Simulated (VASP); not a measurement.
**C: single point with PBE**

System: C, a wire with vacuum.

```xyz
2
Lattice="10.3000 0.0000 0.0000 0.0000 9.3000 0.0000 0.0000 0.0000 1.4754" Properties=species:S:1:pos:R:3 pbc="T T T"
C     4.5237    4.6500    0.0000
C     5.7763    4.6500    0.7377
```

| Quantity | Value |
| --- | --- |
| Program | VASP 6.6.1 |
| Task | single point |
| Functional | PBE |
| Potentials or basis | VASP PAW PBE potentials, release 64 (C) |
| Cutoff | 520 eV |
| k mesh | 1 × 1 × 43 |
| Occupations | gaussian, width 0.05 eV |
| Spin | collinear spin |
| Starting moments | [0.5, 0.5] μB |
| Dipole correction | no |
| Further INCAR settings | ALGO = Normal; EDIFF = 1e-06; NBANDS = 15 |

```yaml
Largest_force: 8.026 eV/Å
Net_moment: 0.04 μB per cell
Valence_electrons_inside_the_program's_atomic_spheres: C 2.55
```

Forces in eV/Å, atoms in the order of the input:
```
C   -8.026  0.000  0.000
C    8.026  0.000  0.000
```

Levels at points of the mesh, in eV from the Fermi level:
Spin up:
```
           k point  band 2  band 3  band 4  band 5  band 6  band 7
(0.00, 0.00, 0.00)  -13.60  -10.50   -8.58   -2.56    2.71    3.59
```
Spin down:
```tsv
k point	band 2	band 3	band 4	band 5	band 6	band 7
(0.00, 0.00, 0.00)	-13.57	-10.44	-8.56	-2.49	2.72	3.59
```

It took 2.7 min on 1 thread of Intel Xeon 8259CL, on a shared host, peak memory 0.31 GiB.
